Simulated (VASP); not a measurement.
**N: single point with PBE**

The system is N.

```
N
1.0
     7.03385    0.00000    0.00000
     0.00000    7.03385    0.00000
     0.00000    0.00000    7.03385
N
12
Direct
  0.75542 0.22336 0.10310
  0.85138 0.14103 0.00957
  0.62395 0.38780 0.51804
  0.75614 0.44721 0.45796
  0.98109 0.56660 0.84145
  0.90183 0.67792 0.76119
  0.40587 0.00439 0.43296
  0.42335 0.85592 0.40126
  0.50979 0.86522 0.92447
  0.36437 0.91053 0.89840
  0.21515 0.38899 0.25777
  0.28850 0.45436 0.13803
```

```yaml
Program: VASP 6.6.1
Task: single point
Functional: PBE
Potentials_or_basis: VASP PAW PBE potentials, release 64 (N)
Cutoff: 520 eV
k_mesh: 1 × 1 × 1
Occupations: fermi-dirac, width 0.05 eV
Spin: no spin polarisation
Dipole_correction: no
Further_INCAR_settings: ALGO = Normal; EDIFF = 1e-07; NBANDS = 42
```

```
Pressure      : 3.2 GPa
Largest force : 6.651 eV/Å
```

Forces on the atoms (eV/Å):
```
N   -0.640  0.478  0.501
N    0.693 -0.536 -0.613
N   -1.242 -0.524  0.649
N    1.184  0.545 -0.625
N   -0.134  0.240 -0.125
N    0.217 -0.080  0.195
N   -0.785  6.408  1.365
N    0.758 -6.464 -1.370
N    3.998 -1.322  0.732
N   -4.079  1.261 -0.731
N   -1.879 -1.639  3.009
N    1.909  1.633 -2.986
```

Stress tensor (GPa, compression positive):
```
 3.33 -0.29 -0.73
-0.29  4.12  0.22
-0.73  0.22  2.17
```

Levels at points of the mesh, in eV from the Fermi level:
| k point | band 28 | band 29 | band 30 | band 31 | band 32 | band 33 |
| --- | --- | --- | --- | --- | --- | --- |
| (0.00, 0.00, 0.00) | -1.39 | -1.29 | -1.22 | 6.22 | 6.31 | 6.41 |

Wall time 23 s on 1 thread of Intel(R) Xeon(R) 6975P-C (Granite Rapids), with other jobs on the host, peak memory 0.34 GiB.

Caveat: the k points lie up to 0.89 Å⁻¹ apart; the standard files for N, O and F lose accuracy on very short bonds.
